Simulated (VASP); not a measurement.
Input of a VASP 6.6.1 run:

Contents of INCAR:

```
SYSTEM = Be
PREC = Accurate
ENCUT = 600
EDIFF = 1E-6
ISMEAR = 0
SIGMA = 0.1
LREAL = .FALSE.
LASPH = .TRUE.
NELM = 60
ALGO = Normal
ISIF = 4
LWAVE = .FALSE.
LCHARG = .FALSE.
GGA = PE
IBRION = 2
NSW = 50
EDIFFG = -0.01
```

The input KPOINTS:

```
regular mesh
0
G
  21 21 12
  0 0 0
```

File POSCAR:

```
Be
1.0
    2.2851023215      0.0000000000      0.0000000000
   -1.1425511608      1.9789566607      0.0000000000
    0.0000000000      0.0000000000      3.6020558605
Be
2
Direct
    0.3333333333      0.6666666667      0.2500000000
    0.6666666667      0.3333333333      0.7500000000
```

Potentials or basis: VASP PAW PBE potentials, release 64 (Be).

Launch:

```console
$ cat potpaw_PBE.64/Be/POTCAR > POTCAR
$ mpirun -np 1 vasp_std > vasp.out
```

Task: Estimate the band gap on the k mesh.

Result: Zero (bands 2 and 3 overlap by 2.06 eV).

Final structure:
```
CELL_PARAMETERS angstrom
2.28592 0.00000 0.00000
-1.14296 1.97966 0.00000
0.00000 0.00000 3.59948
ATOMIC_POSITIONS crystal
Be 0.33333 0.66667 0.25000
Be 0.66667 0.33333 0.75000
```
